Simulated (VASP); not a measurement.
TePb: single point with revPBE+D3(BJ)

TePb:

```
Pb Te
1.0
     0.00000    3.21984    3.21984
     3.21984    0.00000    3.21984
     3.21984    3.21984    0.00000
Pb Te
1 1
Direct
  0.00000 0.00000 0.00000
  0.50000 0.50000 0.50000
```

```yaml
Program: VASP 6.6.1
Task: single point
Functional: revPBE
Dispersion: D3(BJ)
Potentials_or_basis: VASP PAW PBE potentials, release 64 (Pb_d, Te)
Cutoff: 520 eV
k_mesh: 7 × 7 × 7
Occupations: fermi-dirac, width 0.05 eV
Spin: no spin polarisation
Dipole_correction: no
Further_INCAR_settings: ALGO = Normal; EDIFF = 1e-06; NBANDS = 17
```

| Quantity | Value |
| --- | --- |
| Pressure | -0.1 GPa |
| Dispersion energy per atom | -0.751 eV |

Levels at points of the mesh, in eV from the Fermi level:
| k point | band 6 | band 7 | band 8 | band 9 | band 10 | band 11 | band 12 | band 13 | band 14 | band 15 |
| --- | --- | --- | --- | --- | --- | --- | --- | --- | --- | --- |
| (0.00, 0.00, 0.00) | -12.52 | -5.97 | -1.82 | -1.82 | -1.82 | 3.69 | 3.69 | 3.69 | 5.36 | 5.36 |

Wall time 20 s on 1 thread of Intel(R) Xeon(R) Platinum 8259CL CPU @ 2.50GHz (Skylake/Cascade Lake), with other jobs on the host, peak memory 0.22 GiB.

Caveat: this odd mesh misses L, where the gap lies, so gap, dielectric constants and Born charges aren't listed; the PAW data sets were made with another functional, which shifts forces and pressure a little; spin-orbit coupling is left out, which moves the levels of the heavy elements.
